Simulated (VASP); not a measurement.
# Ag (C2/c) in VASP: a series of runs

The runs below take Ag through single point, with PBE.

Program: VASP 6.6.1. These are calculated values, not measurements. Logs are shortened: lines on timing, memory, paths and dates and some standing lists are left out, and cuts for length are marked.

**1. The cell of the first run**

Symmetry: C2/c, No. 15, monoclinic system. The conventional cell has a = 2.879 Å, b = 4.981 Å, c = 4.782 Å, α = 90.00°, β = 90.25°, γ = 90.00°. Within 3.8 Å of Ag (site symmetry 2) lie 12 Ag at 2.88 to 2.92 Å.

This isn't the form of Ag at room conditions, which is fcc.

**2. Single point, PBE (17.14 Å³/atom)**

The input, INCAR:

```
PREC = Accurate
ENCUT = 520
EDIFF = 1E-7
ISMEAR = -1
SIGMA = 0.1
LREAL = False
LASPH = True
NELM = 100
ALGO = Normal
ISIF = 2
LWAVE = False
LCHARG = False
GGA = PE
NBANDS = 18
```

The input, KPOINTS:

```
regular mesh
0
Gamma
  16 16 8
```

The input, POSCAR:

```
Ag
1.0
   -1.9330550445      1.5887445459      1.4186694837
    1.5887445459     -1.9330550445      1.4186694837
    3.6794969081      3.6794969081     -2.0492747924
Ag
2
Direct
    0.9581320990      0.0418679010      1.0000000000
    0.7918679010      0.2081320990      0.5000000000
```

Potentials or basis: VASP PAW PBE potentials, release 64 (Ag).

Command:

```sh
$ cat potpaw_PBE.64/Ag/POTCAR > POTCAR
$ mpirun -np 1 vasp_std > vasp.out
```

OUTCAR:

```text
PREC = Accurate
   ENCUT = 520
   EDIFF = 1E-7
   ISMEAR = -1
   LREAL = False
   LASPH = True
   NELM = 100
   ISIF = 2
   GGA = PE

 ion  position               nearest neighbor table
   1  0.958  0.042  0.000-   2 2.91   2 2.91   2 2.91   2 2.91   2 2.92   2 2.92
   2  0.792  0.208  0.500-   1 2.91   1 2.91   1 2.91   1 2.91   1 2.92   1 2.92

  Warning from LATTYP: Got some problem with cell dimensions!
  Tried to take original basis but could not verify dimensions!
  LATTYP: Found a base centered monoclinic cell.
 ALAT       =     2.8788177877
 B/A-ratio  =     1.7300771053
 C/A-ratio  =     1.6611151631
 COS(beta)  =    -0.0044073339

  Lattice vectors:

 A1 = (  -1.9330550445,   1.5887445459,   1.4186694837)
 A2 = (   1.5887445459,  -1.9330550445,   1.4186694837)
 A3 = (   3.3351864095,   3.3351864095,   0.7880641750)

Analysis of symmetry for initial positions (statically):
=====================================================================
 Subroutine PRICEL returns:
 Original cell was already a primitive cell.

 Routine SETGRP: Setting up the symmetry group for a
 base centered monoclinic supercell.

 Subroutine GETGRP returns: Found  4 space group operations
 (whereof  2 operations were pure point group operations)
 out of a pool of  4 trial point group operations.

The static configuration has the point symmetry C_2 .
 The point group associated with its full space group is C_2h.

Analysis of symmetry for dynamics (positions and initial velocities):
=====================================================================
 Subroutine PRICEL returns:
 Original cell was already a primitive cell.

 Routine SETGRP: Setting up the symmetry group for a
 base centered monoclinic supercell.

 Subroutine GETGRP returns: Found  4 space group operations
 (whereof  2 operations were pure point group operations)
 out of a pool of  4 trial point group operations.

The dynamic configuration has the point symmetry C_2 .
 The point group associated with its full space group is C_2h.

 Subroutine INISYM returns: Found  4 space group operations
 (whereof  2 operations are pure point group operations),
 and found     1 'primitive' translations

----------------------------------------------------------------------------------------

                                     Primitive cell

  volume of cell :      34.2826

  direct lattice vectors                    reciprocal lattice vectors
    -1.933055045  1.588744546  1.418669484    -0.036713367  0.247232376  0.377989347
     1.588744546 -1.933055045  1.418669484     0.247232376 -0.036713367  0.377989347
     3.679496908  3.679496908 -2.049274792     0.145737846  0.145737846  0.035370515

  length of vectors
     2.876357791  2.876357791  5.592577417     0.453153027  0.453153027  0.209117461

  position of ions in fractional coordinates (direct lattice)
     0.958132099  0.041867901  0.000000000
     0.791867901  0.208132099  0.500000000

  ion indices of the primitive-cell ions
   primitive index   ion index
                 1           1
                 2           2

----------------------------------------------------------------------------------------

 KPOINTS: regular mesh

Automatic generation of k-mesh.
 Grid dimensions read from file:
 generate k-points for:   16   16    8

 Generating k-lattice:

  Cartesian coordinates                     Fractional coordinates (reciprocal lattice)
    -0.002294585  0.015452023  0.023624334     0.062500000  0.000000000  0.000000000
     0.015452023 -0.002294585  0.023624334     0.000000000  0.062500000  0.000000000
     0.018217231  0.018217231  0.004421314     0.000000000  0.000000000  0.125000000

  Length of vectors
     0.028322064  0.028322064  0.026139683

  Shift w.r.t. Gamma in fractional coordinates (k-lattice)
     0.000000000  0.000000000  0.000000000

 Subroutine IBZKPT returns following result:
 ===========================================

 Found    554 irreducible k-points:

 Following reciprocal coordinates:
            Coordinates               Weight
  0.000000  0.000000  0.000000      1.000000
  0.062500  0.000000 -0.000000      4.000000
  0.125000  0.000000 -0.000000      4.000000
  0.187500  0.000000 -0.000000      4.000000
  0.250000  0.000000 -0.000000      4.000000
  0.312500  0.000000 -0.000000      4.000000
[... 16 lines left out ...]
 -0.125000  0.062500 -0.000000      4.000000
 -0.062500  0.062500  0.000000      2.000000
 [... further k-points ...]
   k-points           NKPTS =    554   k-points in BZ     NKDIM =    554   number of bands    NBANDS=     18
   number of dos      NEDOS =    301   number of ions     NIONS =      2
   total plane-waves  NPLWV =  24192
   dimension x,y,z NGX =    24 NGY =   24 NGZ =   42
   dimension x,y,z NGXF=    48 NGYF=   48 NGZF=   84
   ions per type =               2
   NGX,Y,Z   is equivalent  to a cutoff of  13.87, 13.87, 12.48 a.u.
   NGXF,Y,Z  is equivalent  to a cutoff of  27.74, 27.74, 24.97 a.u.
 SYSTEM =  unknown system
   PREC   = accura    normal or accurate (medium, high low for compatibility)
   ISTART =      0    job   : 0-new  1-cont  2-samecut
   ICHARG =      2    charge: 1-file 2-atom 10-const
   ISPIN  =      1    spin polarized calculation?
   LNONCOLLINEAR =      F non collinear calculations
   LSORBIT =      F    spin-orbit coupling
   LASPH  =      T    aspherical Exc in radial PAW
   ENCUT  =  520.0 eV  38.22 Ry    6.18 a.u.   5.35  5.35 10.40*2*pi/ulx,y,z
   NELM   =    100;   NELMIN=  2; NELMDL= -5     # of ELM steps
   EDIFF  = 0.1E-06   stopping-criterion for ELM
   LREAL  =      F    real-space projection
   EDIFFG = 0.1E-05   stopping-criterion for IOM
   NSW    =      0    number of steps for IOM
   IBRION =     -1    ionic relax: 0-MD 1-quasi-New 2-CG
   NFREE  =      0    steps in history (QN), initial steepest desc. (CG)
   ISIF   =      2    stress and relaxation
   ISYM   =      2    0-nonsym 1-usesym 2-fastsym
   POTIM  = 0.5000    time-step for ionic-motion
   TEBEG  =    0.0;   TEEND  =   0.0 temperature during run
   PSTRESS=    0.0 pullay stress
   NELECT =      22.0000    total number of electrons
   NUPDOWN=      -1.0000    fix difference up-down
   EMIN   =  10.00;   EMAX   =-10.00  energy-range for DOS
   EFERMI =   0.00;   METHOD = LEGACY
   ISMEAR =    -1;   SIGMA  =   0.10  broadening in eV -4-tet -1-fermi 0-gaus
   EFERMI_NEDOS =   21; number of points for ismear=-14 and -15
   IALGO  =     38    algorithm
   IMIX   =      4    mixing-type and parameters
     AMIX     =   0.40;   BMIX     =  1.00
     AMIX_MAG =   1.60;   BMIX_MAG =  1.00
  volume/ion in A,a.u.               =      17.14       115.68
  Fermi-wavevector in a.u.,A,eV,Ry     =   1.412075  2.668436 27.129431  1.993957
  Thomas-Fermi vector in A             =   2.533861
   LORBIT       =      0    0 simple, 1 ext, 2 COOP (PROOUT), +10 PAW based schemes
   GGA     = PE    functional components
   LHFCALC =     F    Hartree Fock is set to
   AEXX    =    0.0000 exact exchange contribution
   IVDW    =     0    specifies the selected vdW correction
   LEPSILON=     F    determine dielectric tensor
   LRPA    =     F    only Hartree local field effects (RPA)
 non-spin polarized calculation
  energy-cutoff  :      520.00
  volume of cell :       34.28
 maximum number of plane-waves:       945
 NGX is ok and might be reduce to    24
   NGX = 11   NGY = 11   NGZ = 21

 number of electron      22.0000000 magnetization

 Free energy of the ion-electron system (eV)
  ---------------------------------------------------
  ext. energy  EPLUGINS =         0.00000000
  ---------------------------------------------------
  free energy    TOTEN  =        -5.41504054 eV

  energy without entropy =       -5.39529879  energy(sigma->0) =       -5.40516966

 E-fermi :   8.3513     XC(G=0): -12.1766

 val. band max:        8.3430828515   @ k =   0.3125   0.0625  -0.0000
 cond. band min:       8.3634962499   @ k =   0.2500   0.0000  -0.0000
 fundamental gap:      0.0204133984
 Fermi energy:         8.3513389939

 k-point     1 :       0.0000    0.0000    0.0000
  band No.  band energies     occupation
      1       0.6278      2.00000
      2       1.9758      2.00000
      3       3.4929      2.00000
      4       3.6488      2.00000
      5       3.6601      2.00000
      6       3.8716      2.00000
[... 10 lines left out ...]
     17      26.8478      0.00000
     18      26.8830      0.00000

 k-point     2 :       0.0625    0.0000   -0.0000
  band No.  band energies     occupation
      1       0.7675      2.00000
      2       2.0481      2.00000
      3       3.4464      2.00000
      4       3.6785      2.00000
      5       3.7076      2.00000
      6       3.8413      2.00000
[... 10 lines left out ...]
     17      26.0313      0.00000
     18      26.9018      0.00000

 k-point     3 :       0.1250    0.0000   -0.0000
  band No.  band energies     occupation
      1       1.1676      2.00000
      2       2.2458      2.00000
      3       3.3558      2.00000
      4       3.6695      2.00000
      5       3.7580      2.00000
      6       3.8376      2.00000
[... 10 lines left out ...]
     17      25.7225      0.00000
     18      26.3332      0.00000

 k-point     4 :       0.1875    0.0000   -0.0000
  band No.  band energies     occupation
      1       1.7386      2.00000
      2       2.4865      2.00000
      3       3.3038      2.00000
      4       3.5242      2.00000
      5       3.5712      2.00000
      6       3.9590      2.00000
[... 375 lines left out ...]
      4       3.6380      2.00000
      5       3.7132      2.00000
      6       3.9294      2.00000
[... 10 lines left out ...]
     17      25.5918      0.00000
     18      26.4182      0.00000

 k-point    23 :      -0.1250    0.0625   -0.0000
  band No.  band energies     occupation
      1       0.9812      2.00000
      2       2.1713      2.00000
      3       3.3769      2.00000
      4       3.7365      2.00000
      5       3.7950      2.00000
      6       3.8181      2.00000
[... 10 lines left out ...]
     17      26.1138      0.00000
     18      26.8372      0.00000

 k-point    24 :      -0.0625    0.0625    0.0000
  band No.  band energies     occupation
      1       0.7379      2.00000
      2       2.0421      2.00000
      3       3.4523      2.00000
      4       3.6966      2.00000
      5       3.7076      2.00000
      6       3.8554      2.00000
[... 10 lines left out ...]
     17      25.9948      0.00000
     18      27.0004      0.00000

 [... further k-points ...]

------------------------ aborting loop because EDIFF is reached ----------------------------------------

  FORCE on cell =-STRESS in cart. coord.  units (eV):
  Direction    XX          YY          ZZ          XY          YZ          ZX
  --------------------------------------------------------------------------------------
  -------------------------------------------------------------------------------------
  Total        0.8665005      0.8665005      1.0083967     -0.1485865     -0.0192801     -0.0192801
  in kB       40.4954177     40.4954177     47.1268561     -6.9441070     -0.9010467     -0.9010446
  external PRESSURE =      42.7058972 kB  Pullay stress =       0.0000000 kB

 VOLUME and BASIS-vectors are now :
 -----------------------------------------------------------------------------
  energy-cutoff  :      520.00
  volume of cell :       34.28
      direct lattice vectors                 reciprocal lattice vectors
    -1.933055045  1.588744546  1.418669484    -0.036713367  0.247232376  0.377989347
     1.588744546 -1.933055045  1.418669484     0.247232376 -0.036713367  0.377989347
     3.679496908  3.679496908 -2.049274792     0.145737846  0.145737846  0.035370515

 POSITION                                       TOTAL-FORCE (eV/Angst)
 -----------------------------------------------------------------------------------
     -1.78560      1.44129      1.41867        -0.001938      0.001938     -0.000000
      0.63969      2.69549      0.39403         0.001938     -0.001938      0.000000
 -----------------------------------------------------------------------------------
    total drift:                               -0.000000     -0.000000      0.000000

  FREE ENERGIE OF THE ION-ELECTRON SYSTEM (eV)
  ---------------------------------------------------
  free  energy   TOTEN  =        -5.4150405351 eV

  energy  without entropy=       -5.3952987854  energy(sigma->0) =       -5.40516966
```

Wall time 3.6 min (1 thread of Intel Xeon Platinum 8559C (Emerald Rapids), shared host); peak memory 0.38 GiB.

Results:

| Item | Value |
| --- | --- |
| Free energy | -5.4150 eV |
| Pressure | 4.3 GPa |
| Band gap on the k mesh | zero (bands 11 and 12 overlap by 7.08 eV) |

Forces on the atoms (eV/Å):
```
Ag  -0.002  0.002  0.000
Ag   0.002 -0.002  0.000
```

Levels at points of the mesh, in eV from the Fermi level:
| k point | band 7 | band 8 | band 9 | band 10 | band 11 | band 12 | band 13 | band 14 | band 15 | band 16 |
| --- | --- | --- | --- | --- | --- | --- | --- | --- | --- | --- |
| (0.00, 0.00, 0.00) | -4.47 | -4.05 | -4.05 | -3.11 | -3.11 | -0.51 | 3.34 | 15.78 | 17.23 | 17.92 |
| (0.50, 0.00, 0.00) | -3.16 | -3.15 | -2.86 | -2.85 | 0.77 | 0.81 | 4.58 | 4.64 | 13.73 | 13.73 |
| (0.50, 0.50, 0.00) | -3.78 | -2.95 | -2.93 | -2.81 | 0.16 | 1.63 | 6.78 | 7.06 | 9.28 | 10.31 |
| (0.00, 0.00, 0.50) | -4.56 | -4.56 | -3.42 | -3.42 | -3.40 | -3.40 | 10.74 | 10.74 | 16.14 | 16.14 |
| (0.50, 0.00, 0.50) | -3.78 | -2.95 | -2.93 | -2.81 | 0.16 | 1.61 | 6.77 | 7.07 | 9.25 | 10.29 |
| (0.50, 0.50, 0.50) | -3.16 | -3.16 | -2.85 | -2.85 | 0.80 | 0.80 | 4.62 | 4.62 | 13.70 | 13.70 |

Caveat: the cell stands under pressure.

**3. Single point, PBE**

This run uses another cell than the first one, of 17.86 Å³/atom.

The input, INCAR:

```
PREC     = Accurate       # precision mode
ENCUT    = 520            # plane-wave cutoff, eV
EDIFF    = 1E-6           # SCF threshold, eV
ISMEAR   = -1             # smearing method
SIGMA    = 0.1            # smearing width, eV
LREAL    = False          # projectors in reciprocal space
LASPH    = True           # aspherical terms in the spheres
NELM     = 60             # most SCF steps
ALGO     = Normal         # electronic algorithm
ISIF     = 2              # what is computed and relaxed
LWAVE    = False          # write WAVECAR
LCHARG   = False          # write CHGCAR
GGA      = PE             # functional
ISYM     = 0            
NBANDS   = 18             # bands
```

The input, KPOINTS:

```
regular mesh
0
Gamma
  13 13 9
```

The input, POSCAR:

```
Ag
1.0
   -1.9595385415      1.6105108746      1.4381057274
    1.6105108746     -1.9595385415      1.4381057274
    3.7299072395      3.7299072395     -2.0773505387
Ag
2
Direct
    0.9581320990      0.0418679010      1.0000000000
    0.7918679010      0.2081320990      0.5000000000
```

Potentials or basis: VASP PAW PBE potentials, release 64 (Ag).

Command:

```sh
$ cat potpaw_PBE.64/Ag/POTCAR > POTCAR
$ mpirun -np 1 vasp_std > vasp.out
```

It took 4.7 min on 1 thread of Intel Xeon Platinum 8559C (Emerald Rapids), shared host; peak memory 0.49 GiB.

The run converged. Its results:

* Free energy: -5.4408 eV
* Pressure: -0.1 GPa
* Band gap on the k mesh: zero (bands 11 and 12 overlap by 6.66 eV)

Forces on the atoms (eV/Å):
```
Ag  -0.002  0.002  0.000
Ag   0.002 -0.002  0.000
```

Levels at points of the mesh, in eV from the Fermi level:
```
           k point  band 8  band 9  band 10  band 11  band 12  band 13  band 14  band 15
(0.00, 0.00, 0.00)   -4.04   -4.03    -3.16    -3.16    -0.46     3.05    15.58    16.98
```

The gap in the log of VASP goes by the Fermi energy; the results here count the filled bands.